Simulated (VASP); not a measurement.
BaTiO3, 5 atoms in the cell. The structure is tetragonal, space group P4mm (No. 99). Conventional cell: a = 4.000 Å, b = 4.000 Å, c = 4.058 Å, α = 90.00°, β = 90.00°, γ = 90.00°. Ba (site symmetry 4mm) has 12 O at 2.80 to 2.90 Å and 8 Ti at 3.46 to 3.50 Å within 3.7 Å. Ti (site symmetry 4mm) has 6 O at 1.86 to 2.20 Å within 2.5 Å. O (site symmetry 2mm) has 2 Ti at 2.00 Å and 4 Ba at 2.80 to 2.90 Å and 8 O at 2.81 to 2.89 Å within 2.9 Å. Within 2.5 Å of O (site symmetry 4mm) lie 2 Ti at 1.86 to 2.20 Å.  This cell differs from its parent crystal: last atom moved by 0.05 Å along z, cell strained by +1.0% along z.

* Program: VASP 6.6.1
* Task: single point
* Functional: LAK
* Potentials or basis: VASP PAW PBE potentials, release 64 (Ba_sv, Ti_sv, O)
* Cutoff: 840 eV
* k mesh: 9 × 9 × 9
* Occupations: gaussian, width 0.03 eV
* Spin: no spin polarisation
* Tolerance level: standard
* Purpose: energy
* Further INCAR settings: ALGO = Normal; EDIFF = 1e-07; NBANDS = 46

Potentials or basis: VASP PAW PBE potentials, release 64 (Ba_sv, Ti_sv, O).

The run is started by

```sh
$ cat potpaw_PBE.64/Ba_sv/POTCAR potpaw_PBE.64/Ti_sv/POTCAR potpaw_PBE.64/O/POTCAR > POTCAR
$ mpirun -np 2 vasp_std > vasp.out
```

Hardware: 2 MPI ranks on AMD EPYC 9R45 96-Core Processor (Zen 5), on a shared host.

Task: Estimate the wall time of this run.

Result: Run time: 11 min on 2 MPI ranks on AMD EPYC 9R45 96-Core Processor (Zen 5), on a shared host, peak memory 0.51 GiB a rank. Counts: scf iterations 26, k points 75.
